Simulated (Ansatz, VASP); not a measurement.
**Ti3H in VASP and in Ansatz**

File INCAR:

```
ALGO = Normal
DIPOL = 0.5 0.5 0.322
EDIFF = 1E-7
ENCUT = 520
GGA = PE
IDIPOL = 3
ISIF = 2
ISMEAR = 0
LASPH = True
LCHARG = False
LDIPOL = True
LREAL = False
LWAVE = False
NBANDS = 47
NELM = 100
PREC = Accurate
SIGMA = 0.1
```

KPOINTS

```
k-points
0
Gamma
  6 6 1
```

The input POSCAR:

```
Ti3H
1.0
    4.6039800811      0.0000000000      0.0000000000
   -2.3019900405      3.9871637087      0.0000000000
    0.0000000000      0.0000000000     22.4969948581
Ti H
6 2
Direct
    0.6666666667      0.3333333333      0.1778015253
    0.3333333333      0.6666666667      0.2195752601
    0.0000000000      0.0000000000      0.2613489950
    0.6666666667      0.3333333333      0.2980583739
    0.3333333333      0.6666666667      0.3304600279
    0.0000000000      0.0000000000      0.3776946615
    0.1671751195      0.8328248805      0.4545938212
    0.4994915471      0.5005084529      0.4545938212
```

Input for Ansatz:

```yaml
crystal:
  lattice:
    - [4.6039800811, 0.0, 0.0]
    - [-2.3019900405, 3.9871637087, 0.0]
    - [0.0, 0.0, 22.4969948581]
  atoms:
    - { symbol: Ti, position: [0.6666666667, 0.3333333333, 0.1778015253] }
    - { symbol: Ti, position: [0.3333333333, 0.6666666667, 0.2195752601] }
    - { symbol: Ti, position: [0.0, 0.0, 0.261348995] }
    - { symbol: Ti, position: [0.6666666667, 0.3333333333, 0.2980583739] }
    - { symbol: Ti, position: [0.3333333333, 0.6666666667, 0.3304600279] }
    - { symbol: Ti, position: [0.0, 0.0, 0.3776946615] }
    - { symbol: H, position: [0.1671751195, 0.8328248805, 0.4545938212] }
    - { symbol: H, position: [0.4994915471, 0.5005084529, 0.4545938212] }
basis:
  ecutwfc: 420
kpoints:
  mp_grid: { grid: [6, 6, 1] }
hamiltonian:
  xc: pbe
scf:
  occupations: { method: gaussian, width: 0.1 }
output:
  forces: true
  eigenvalues: true
efield:
  axis: 3
  dipole_correction: true
  ramp_width: 0.04
```

Alike in both runs: task single point; functional PBE; k mesh 6 × 6 × 1; occupations gaussian, width 0.1 eV; no spin polarisation.

|  | VASP | Ansatz |
| --- | --- | --- |
| version | VASP 6.6.1 | Ansatz 0.2.0 |
| potentials or method | VASP PAW PBE potentials, release 64 (Ti_sv, H), cutoff 520 eV | scalar-relativistic, plane waves, PAW |
| valence electrons in the cell | 74 | 74 |

|  | VASP | Ansatz | Ansatz less VASP |
| --- | --- | --- | --- |
| gap on the k mesh at the Fermi level (eV) | none | none | - |
| rms of the force components (eV/Å) | 0.742 | 0.744 | +0.0018 |

Atom by atom the forces differ by 0.005 eV/Å (rms over components). A gap of «none» marks a metal or a gap that the smearing closes.
